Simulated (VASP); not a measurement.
Set up this calculation in VASP 6.6.1, as the native input.

| Quantity | Value |
| --- | --- |
| Task | single point |
| Functional | PBEsol |
| Potentials or basis | VASP PAW PBE potentials, release 64 (Sn_d) |
| Cutoff | 500 eV |
| k mesh | 10 × 10 × 10 |
| Occupations | methfessel-paxton, width 0.05 eV |
| Spin | no spin polarisation |
| Dipole correction | no |
| Further INCAR settings | ALGO = Normal; EDIFF = 1e-06; NBANDS = 13 |

The structure of Sn lies in POSCAR:

```
Sn
1.0
    3.2816330257     -0.0000000182     -0.0000000315
   -1.0938776581      3.0939532938     -0.0000000315
   -1.0938776581     -1.5469766015      2.6794421768
Sn
1
Direct
    0.0000000000      0.0000000000      0.0000000000
```

The input as run:

INCAR

```
ALGO = Normal
EDIFF = 1E-6
ENCUT = 500
GGA = PS
GGA_COMPAT = False
ISIF = 2
ISMEAR = 1
LASPH = True
LCHARG = False
LREAL = False
LWAVE = False
NBANDS = 13
NELM = 120
PREC = Accurate
SIGMA = 0.05
```

KPOINTS

```
k-points
0
Gamma
  10 10 10
```

Potentials or basis: VASP PAW PBE potentials, release 64 (Sn_d).

The run is started by

```sh
$ cat potpaw_PBE.64/Sn_d/POTCAR > POTCAR
$ mpirun -np 1 vasp_std > vasp.out
```

It gave:

```json
{"Pressure": "-2.2 GPa", "Band gap on the k mesh": "zero (band 7 reaches 15.86 eV, above the bottom of band 8 at 5.64 eV)"}
```

Caveat: the PAW data sets were made with another functional, which shifts forces and pressure a little; spin-orbit coupling is left out, which moves the levels of the heavy elements.

It took 6.5 s on 1 thread of Intel Xeon 6975P-C, with other jobs on the host, peak memory 0.14 GiB.
